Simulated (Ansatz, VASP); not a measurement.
As: VASP beside Ansatz

```
As
1.0
     1.90361    1.09905    3.60816
    -1.90361    1.09905    3.60816
     0.00000   -2.19810    3.60816
As
2
Direct
  0.77371 0.77371 0.77371
  0.22629 0.22629 0.22629
```

Alike in both runs: task single point; functional PBE; k mesh 10 × 10 × 10; occupations fermi-dirac, width 0.2 eV; no spin polarisation.

|  | VASP | Ansatz |
| --- | --- | --- |
| version | VASP 6.6.1 | Ansatz 0.2.0 |
| potentials or method | VASP PAW PBE potentials, release 64 (As), cutoff 520 eV | plane waves (420 eV) with PAW, scalar-relativistic |
| valence electrons in the cell | 10 | 30 |

VASP gave:

| Quantity | Value |
| --- | --- |
| pressure (GPa) | 0.2 |
| traceless stress, the component that is largest in VASP (GPa) | 0.11 |

Problem. Estimate Ansatz's values.

Solution. Pressure (GPa): 0.0; traceless stress, the component that is largest in VASP (GPa): 0.18.

The functional is the same, so the differences come from potentials, cutoffs and numerics. VASP's potentials hold 10 valence electrons a cell and Ansatz's 30, so a difference there can come from the potentials and not from the codes.
